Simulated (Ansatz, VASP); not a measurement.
**One calculation of Tl, two programs**

```
CELL_PARAMETERS angstrom
3.62880 0.00000 0.00000
-1.81440 3.14263 0.00000
0.00000 0.00000 5.80125
ATOMIC_POSITIONS crystal
Tl 0.33333 0.66667 0.25000
Tl 0.66667 0.33333 0.75000
```

Change from the starting cell: strain +0.050 along x and y, +0.050 along z, atoms carried along.

Alike in both runs: task single point; functional PBE; k mesh 18 × 18 × 10; occupations gaussian, width 0.15 eV; no spin polarisation.

|  | VASP | Ansatz |
| --- | --- | --- |
| version | VASP 6.6.1 | Ansatz 0.2.0 |
| potentials or method | VASP PAW PBE potentials, release 64 (Tl_d), cutoff 520 eV | scalar-relativistic, plane waves, PAW |
| valence electrons in the cell | 26 | 26 |

|  | VASP | Ansatz | Ansatz less VASP |
| --- | --- | --- | --- |
| gap on the k mesh at the Fermi level (eV) | none | none | - |
| pressure (GPa) | -1.3 | -1.2 | +0.06 |
| traceless stress, the component that is largest in VASP (GPa) | -0.41 | -0.40 | +0.003 |

A gap of «none» marks a metal or a gap that the smearing closes. The functional is the same, so the differences come from potentials, cutoffs and numerics.

Spin-orbit coupling is off throughout.
